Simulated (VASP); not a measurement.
# SnTe (Fm-3m) in VASP: a series of runs

SnTe is run at these levels: r2SCAN; tasks: single point.

Everything below comes from runs of VASP 6.6.1. Logs are shortened: lines on timing, memory, paths and dates and some standing lists are left out, and cuts for length are marked.

### 1 The cell of the first run

The structure is cubic, space group Fm-3m (No. 225). Conventional cell: a = 6.248 Å, b = 6.248 Å, c = 6.248 Å, α = 90.00°, β = 90.00°, γ = 90.00°. Within 4.1 Å of Sn (site symmetry m-3m) lie 6 Te at 3.12 Å. Te (site symmetry m-3m) has 6 Sn at 3.12 Å within 4.1 Å.

### 2 Single point, r2SCAN (volume changed by -6%)

POSCAR reads:

```
SnTe
1.0
    0.0000000000      3.1242237017      3.1242237017
    3.1242237017      0.0000000000      3.1242237017
    3.1242237017      3.1242237017      0.0000000000
Sn Te
1 1
Direct
    0.0000000000      0.0000000000      0.0000000000
    0.5000000000      0.5000000000      0.5000000000
```

INCAR.step1 reads:

```
ALGO     = Normal         # electronic algorithm
EDIFF    = 1E-4           # SCF threshold, eV
ENCUT    = 520            # plane-wave cutoff, eV
GGA      = PE             # functional
ISMEAR   = -1             # smearing method
LASPH    = True           # aspherical terms in the spheres
LCHARG   = False          # write CHGCAR
LREAL    = False          # projectors in reciprocal space
LWAVE    = True           # write WAVECAR
NBANDS   = 17             # bands
NELM     = 60             # most SCF steps
PREC     = Accurate       # precision mode
SIGMA    = 0.02           # smearing width, eV
```

INCAR.step2 reads:

```
ALGO     = Normal         # electronic algorithm
EDIFF    = 1E-6           # SCF threshold, eV
ENCUT    = 520            # plane-wave cutoff, eV
ISIF     = 2              # what is computed and relaxed
ISMEAR   = -1             # smearing method
ISTART   = 1            
LASPH    = True           # aspherical terms in the spheres
LCHARG   = False          # write CHGCAR
LMIXTAU  = True         
LREAL    = False          # projectors in reciprocal space
LWAVE    = False          # write WAVECAR
METAGGA  = R2SCAN         # meta-GGA
NBANDS   = 17             # bands
NELM     = 60             # most SCF steps
PREC     = Accurate       # precision mode
SIGMA    = 0.02           # smearing width, eV
```

KPOINTS reads:

```
k-points
0
Gamma
  6 6 6
```

Potentials or basis: VASP PAW PBE potentials, release 64 (Sn_d, Te).

Launch:

```bash
> cat potpaw_PBE.64/Sn_d/POTCAR potpaw_PBE.64/Te/POTCAR > POTCAR
> cp INCAR.step1 INCAR
> mpirun -np 1 vasp_std > vasp.out
> cp INCAR.step2 INCAR
> mpirun -np 1 vasp_std > vasp.out
```

OUTCAR:

```text
EDIFF = 1E-6
   ENCUT = 520
   ISIF = 2
   ISMEAR = -1
   ISTART = 1
   LASPH = True
   LREAL = False
   METAGGA = R2SCAN
   NELM = 60
   PREC = Accurate

 ion  position               nearest neighbor table
   1  0.000  0.000  0.000-   2 3.12   2 3.12   2 3.12   2 3.12   2 3.12   2 3.12
   2  0.500  0.500  0.500-   1 3.12   1 3.12   1 3.12   1 3.12   1 3.12   1 3.12

  LATTYP: Found a face centered cubic cell.
 ALAT       =     6.2484474034

  Lattice vectors:

 A1 = (   0.0000000000,   3.1242237017,   3.1242237017)
 A2 = (   3.1242237017,   0.0000000000,   3.1242237017)
 A3 = (   3.1242237017,   3.1242237017,   0.0000000000)

Analysis of symmetry for initial positions (statically):
=====================================================================
 Subroutine PRICEL returns:
 Original cell was already a primitive cell.

 Routine SETGRP: Setting up the symmetry group for a
 face centered cubic supercell.

 Subroutine GETGRP returns: Found 48 space group operations
 (whereof 48 operations were pure point group operations)
 out of a pool of 48 trial point group operations.

The static configuration has the point symmetry O_h .

Analysis of symmetry for dynamics (positions and initial velocities):
=====================================================================
 Subroutine PRICEL returns:
 Original cell was already a primitive cell.

 Routine SETGRP: Setting up the symmetry group for a
 face centered cubic supercell.

 Subroutine GETGRP returns: Found 48 space group operations
 (whereof 48 operations were pure point group operations)
 out of a pool of 48 trial point group operations.

The dynamic configuration has the point symmetry O_h .

 Subroutine INISYM returns: Found 48 space group operations
 (whereof 48 operations are pure point group operations),
 and found     1 'primitive' translations

----------------------------------------------------------------------------------------

                                     Primitive cell

  volume of cell :      60.9897

  direct lattice vectors                    reciprocal lattice vectors
     0.000000000  3.124223702  3.124223702    -0.160039756  0.160039756  0.160039756
     3.124223702  0.000000000  3.124223702     0.160039756 -0.160039756  0.160039756
     3.124223702  3.124223702  0.000000000     0.160039756  0.160039756 -0.160039756

  length of vectors
     4.418319531  4.418319531  4.418319531     0.277196989  0.277196989  0.277196989

  position of ions in fractional coordinates (direct lattice)
     0.000000000  0.000000000  0.000000000
     0.500000000  0.500000000  0.500000000

  ion indices of the primitive-cell ions
   primitive index   ion index
                 1           1
                 2           2

----------------------------------------------------------------------------------------

 KPOINTS: k-points

Automatic generation of k-mesh.
 Grid dimensions read from file:
 generate k-points for:    6    6    6

 Generating k-lattice:

  Cartesian coordinates                     Fractional coordinates (reciprocal lattice)
    -0.026673293  0.026673293  0.026673293     0.166666667  0.000000000  0.000000000
     0.026673293 -0.026673293  0.026673293     0.000000000  0.166666667  0.000000000
     0.026673293  0.026673293 -0.026673293     0.000000000  0.000000000  0.166666667

  Length of vectors
     0.046199498  0.046199498  0.046199498

  Shift w.r.t. Gamma in fractional coordinates (k-lattice)
     0.000000000  0.000000000  0.000000000

 Subroutine IBZKPT returns following result:
 ===========================================

 Found     16 irreducible k-points:

 Following reciprocal coordinates:
            Coordinates               Weight
  0.000000  0.000000  0.000000      1.000000
  0.166667  0.000000  0.000000      8.000000
  0.333333  0.000000  0.000000      8.000000
  0.500000  0.000000  0.000000      4.000000
  0.166667  0.166667  0.000000      6.000000
  0.333333  0.166667  0.000000     24.000000
[... 8 lines left out ...]
 -0.333333  0.333333  0.166667     24.000000
 -0.333333  0.500000  0.166667     12.000000
   k-points           NKPTS =     16   k-points in BZ     NKDIM =     16   number of bands    NBANDS=     17
   number of dos      NEDOS =    301   number of ions     NIONS =      2
   total plane-waves  NPLWV =  46656
   dimension x,y,z NGX =    36 NGY =   36 NGZ =   36
   dimension x,y,z NGXF=    72 NGYF=   72 NGZF=   72
   ions per type =               1   1
   NGX,Y,Z   is equivalent  to a cutoff of  13.55, 13.55, 13.55 a.u.
   NGXF,Y,Z  is equivalent  to a cutoff of  27.09, 27.09, 27.09 a.u.
 SYSTEM =  unknown system
   PREC   = accura    normal or accurate (medium, high low for compatibility)
   ISTART =      1    job   : 0-new  1-cont  2-samecut
   ICHARG =      0    charge: 1-file 2-atom 10-const
   ISPIN  =      1    spin polarized calculation?
   LNONCOLLINEAR =      F non collinear calculations
   LSORBIT =      F    spin-orbit coupling
   LASPH  =      T    aspherical Exc in radial PAW
   ENCUT  =  520.0 eV  38.22 Ry    6.18 a.u.   8.22  8.22  8.22*2*pi/ulx,y,z
   NELM   =     60;   NELMIN=  2; NELMDL=  0     # of ELM steps
   EDIFF  = 0.1E-05   stopping-criterion for ELM
   LREAL  =      F    real-space projection
   EDIFFG = 0.1E-04   stopping-criterion for IOM
   NSW    =      0    number of steps for IOM
   IBRION =     -1    ionic relax: 0-MD 1-quasi-New 2-CG
   NFREE  =      0    steps in history (QN), initial steepest desc. (CG)
   ISIF   =      2    stress and relaxation
   ISYM   =      2    0-nonsym 1-usesym 2-fastsym
   POTIM  = 0.5000    time-step for ionic-motion
   TEBEG  =    0.0;   TEEND  =   0.0 temperature during run
   PSTRESS=    0.0 pullay stress
   NELECT =      20.0000    total number of electrons
   NUPDOWN=      -1.0000    fix difference up-down
   EMIN   =  10.00;   EMAX   =-10.00  energy-range for DOS
   EFERMI =   0.00;   METHOD = LEGACY
   ISMEAR =    -1;   SIGMA  =   0.02  broadening in eV -4-tet -1-fermi 0-gaus
   EFERMI_NEDOS =   21; number of points for ismear=-14 and -15
   IALGO  =     38    algorithm
   IMIX   =      4    mixing-type and parameters
     AMIX     =   0.40;   BMIX     =  1.00
     AMIX_MAG =   1.60;   BMIX_MAG =  1.00
  volume/ion in A,a.u.               =      30.49       205.79
  Fermi-wavevector in a.u.,A,eV,Ry     =   1.128927  2.133364 17.340316  1.274477
  Thomas-Fermi vector in A             =   2.265619
   LORBIT       =      0    0 simple, 1 ext, 2 COOP (PROOUT), +10 PAW based schemes
   METAGGA = R2SCAN    functional components
   LHFCALC =     F    Hartree Fock is set to
   AEXX    =    0.0000 exact exchange contribution
   IVDW    =     0    specifies the selected vdW correction
   LEPSILON=     F    determine dielectric tensor
   LRPA    =     F    only Hartree local field effects (RPA)
 non-spin polarized calculation
  energy-cutoff  :      520.00
  volume of cell :       60.99
 maximum number of plane-waves:      1676
 NGX is ok and might be reduce to    36
   NGX = 17   NGY = 17   NGZ = 17

 number of electron      19.9999997 magnetization

 Free energy of the ion-electron system (eV)
  ---------------------------------------------------
  ext. energy  EPLUGINS =         0.00000000
  ---------------------------------------------------
  free energy    TOTEN  =       -50.64830035 eV

  energy without entropy =      -50.64749740  energy(sigma->0) =      -50.64789887

 E-fermi :   7.4747     XC(G=0): -10.1964

 val. band max:        7.4477542653   @ k =   0.5000   0.0000   0.0000
 cond. band min:       7.5035271406   @ k =   0.5000   0.0000   0.0000
 fundamental gap:      0.0557728753
 Fermi energy:         7.4747184937

 k-point     1 :       0.0000    0.0000    0.0000
  band No.  band energies     occupation
      1     -15.4412      2.00000
      2     -15.4412      2.00000
      3     -15.4280      2.00000
      4     -15.4280      2.00000
      5     -15.4280      2.00000
      6      -6.3598      2.00000
[... 9 lines left out ...]
     16      12.2563      0.00000
     17      14.4450      0.00000

 k-point     2 :       0.1667    0.0000    0.0000
  band No.  band energies     occupation
      1     -15.4426      2.00000
      2     -15.4426      2.00000
      3     -15.4275      2.00000
      4     -15.4262      2.00000
      5     -15.4262      2.00000
      6      -6.1054      2.00000
[... 9 lines left out ...]
     16      12.8470      0.00000
     17      16.1047      0.00000

 k-point     3 :       0.3333    0.0000    0.0000
  band No.  band energies     occupation
      1     -15.4460      2.00000
      2     -15.4460      2.00000
      3     -15.4266      2.00000
      4     -15.4223      2.00000
      5     -15.4223      2.00000
      6      -5.4365      2.00000
[... 9 lines left out ...]
     16      14.4573      0.00000
     17      18.7629      0.00000

 k-point     4 :       0.5000    0.0000    0.0000
  band No.  band energies     occupation
      1     -15.4479      2.00000
      2     -15.4479      2.00000
      3     -15.4263      2.00000
      4     -15.4202      2.00000
      5     -15.4202      2.00000
      6      -4.9280      2.00000
[... 9 lines left out ...]
     16      16.5283      0.00000
     17      16.5673      0.00000
[... 183 lines left out ...]
      1     -15.4544      2.00000
      2     -15.4417      2.00000
      3     -15.4276      2.00000
      4     -15.4206      2.00000
      5     -15.4187      2.00000
      6      -4.9525      2.00000
[... 9 lines left out ...]
     16      16.0894      0.00000
     17      16.8699      0.00000

 k-point    15 :      -0.3333    0.3333    0.1667
  band No.  band energies     occupation
      1     -15.4551      2.00000
      2     -15.4432      2.00000
      3     -15.4243      2.00000
      4     -15.4232      2.00000
      5     -15.4170      2.00000
      6      -4.5976      2.00000
[... 9 lines left out ...]
     16      17.6411      0.00000
     17      17.9017      0.00000

 k-point    16 :      -0.3333    0.5000    0.1667
  band No.  band energies     occupation
      1     -15.4598      2.00000
      2     -15.4399      2.00000
      3     -15.4283      2.00000
      4     -15.4197      2.00000
      5     -15.4153      2.00000
      6      -4.4971      2.00000
[... 9 lines left out ...]
     16      17.9368      0.00000
     17      19.0168      0.00000

------------------------ aborting loop because EDIFF is reached ----------------------------------------

  FORCE on cell =-STRESS in cart. coord.  units (eV):
  Direction    XX          YY          ZZ          XY          YZ          ZX
  --------------------------------------------------------------------------------------
  -------------------------------------------------------------------------------------
  Total        1.1301382      1.1301382      1.1301382      0.0000000     -0.0000000      0.0000000
  in kB       29.6883291     29.6883291     29.6883291      0.0000000     -0.0000000      0.0000000
  external PRESSURE =      29.6883291 kB  Pullay stress =       0.0000000 kB

 VOLUME and BASIS-vectors are now :
 -----------------------------------------------------------------------------
  energy-cutoff  :      520.00
  volume of cell :       60.99
      direct lattice vectors                 reciprocal lattice vectors
     0.000000000  3.124223702  3.124223702    -0.160039756  0.160039756  0.160039756
     3.124223702  0.000000000  3.124223702     0.160039756 -0.160039756  0.160039756
     3.124223702  3.124223702  0.000000000     0.160039756  0.160039756 -0.160039756

 POSITION                                       TOTAL-FORCE (eV/Angst)
 -----------------------------------------------------------------------------------
      0.00000      0.00000      0.00000         0.000000      0.000000     -0.000000
      3.12422      3.12422      3.12422         0.000000      0.000000      0.000000
 -----------------------------------------------------------------------------------
    total drift:                               -0.000000      0.000000      0.000000

  FREE ENERGIE OF THE ION-ELECTRON SYSTEM (eV)
  ---------------------------------------------------
  free  energy   TOTEN  =       -50.6483003479 eV

  energy  without entropy=      -50.6474973999  energy(sigma->0) =      -50.64789887
```

Run time: 56 s. Hardware: 1 thread of Intel Xeon 6975P-C, shared host; peak memory 0.22 GiB.

Results:

* Free energy: -50.6483 eV
* Pressure: 3.0 GPa
* Band gap on the k mesh: 0.06 eV, direct

Caveat: the PAW data sets were made with another functional, which shifts forces and pressure a little; spin-orbit coupling is left out, which moves the levels of the heavy elements.

### 3 Single point, r2SCAN (volume changed by -3%)

POSCAR reads:

```
SnTe
1.0
    0.0000000000      3.1571126838      3.1571126838
    3.1571126838      0.0000000000      3.1571126838
    3.1571126838      3.1571126838      0.0000000000
Sn Te
1 1
Direct
    0.0000000000      0.0000000000      0.0000000000
    0.5000000000      0.5000000000      0.5000000000
```

INCAR.step1 reads:

```
SYSTEM = SnTe
ALGO = Normal
EDIFF = 1E-4
ENCUT = 520
GGA = PE
ISMEAR = -1
LASPH = .True.
LCHARG = .False.
LREAL = .False.
LWAVE = .True.
NBANDS = 17
NELM = 100
PREC = Accurate
SIGMA = 0.02
```

INCAR.step2 reads:

```
SYSTEM = SnTe
ALGO = Normal
EDIFF = 1E-6
ENCUT = 520
ISIF = 2
ISMEAR = -1
ISTART = 1
LASPH = .True.
LCHARG = .False.
LMIXTAU = .True.
LREAL = .False.
LWAVE = .False.
METAGGA = R2SCAN
NBANDS = 17
NELM = 100
PREC = Accurate
SIGMA = 0.02
```

KPOINTS reads:

```
k-points
0
Gamma
  6 6 6
  0 0 0
```

Potentials or basis: VASP PAW PBE potentials, release 64 (Sn_d, Te).

Launch:

```bash
> cat potpaw_PBE.64/Sn_d/POTCAR potpaw_PBE.64/Te/POTCAR > POTCAR
> cp INCAR.step1 INCAR
> mpirun -np 1 vasp_std > vasp.out
> cp INCAR.step2 INCAR
> mpirun -np 1 vasp_std > vasp.out
```

It took 58 s on 1 thread of Intel Xeon 6975P-C, shared host; peak memory 0.21 GiB.

The run converged. Its results:

```yaml
Free_energy: -50.6751 eV
Pressure: 1.4 GPa
Band_gap_on_the_k_mesh: 0.05 eV, direct
```

Levels at points of the mesh, in eV from the valence-band top:
```tsv
k point	band 8	band 9	band 10	band 11	band 12	band 13
(0.00, 0.00, 0.00)	-2.54	-2.54	-2.54	3.35	3.35	3.35
(0.50, 0.00, 0.00)	-2.17	-2.17	0.00	0.05	0.21	0.21
(0.50, 0.50, 0.00)	-6.01	-4.16	-4.16	2.27	5.01	5.01
```

Caveat: the PAW data sets were made with another functional, which shifts forces and pressure a little; spin-orbit coupling is left out, which moves the levels of the heavy elements.

(Continued in part 2 of 2.)
